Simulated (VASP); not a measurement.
Te, 3 atoms in the cell. The structure is trigonal, space group P3_121 (No. 152). Conventional cell: a = 4.454 Å, b = 4.454 Å, c = 5.924 Å, α = 90.00°, β = 90.00°, γ = 120.00°. Within 3.8 Å of Te (site symmetry 2) lie 6 Te at 2.86 to 3.47 Å. 

```yaml
Program: VASP 6.6.1
Task: single point
Functional: PBEsol-based screened hybrid with 25 % exact exchange
Potentials_or_basis: VASP PAW PBE potentials, release 64 (Te)
Cutoff: 520 eV
k_mesh: 4 × 4 × 3
Occupations: fermi-dirac, width 0.05 eV
Spin: no spin polarisation
Dipole_correction: no
Grid_for_exact_exchange_PRECFOCK: Normal
Share_of_exact_exchange: 0.25
Further_INCAR_settings: ALGO = Normal; EDIFF = 1e-07; NBANDS = 16
Screening_parameter: 0.207 1/Å
```

Potentials or basis: VASP PAW PBE potentials, release 64 (Te).

Run with:

```bash
$ cat potpaw_PBE.64/Te/POTCAR > POTCAR
$ cp INCAR.step1 INCAR
$ mpirun -np 1 vasp_std > vasp.out
$ cp INCAR.step2 INCAR
$ mpirun -np 1 vasp_std > vasp.out
```

Hardware: 1 thread of Oxide Virtual Turin-like Processor, on a shared host.

Task: Estimate the wall time of this run.

Result: Run time: 38 min on 1 thread of Oxide Virtual Turin-like Processor, with other jobs on the host, peak memory 0.31 GiB. Counts: k points 9.
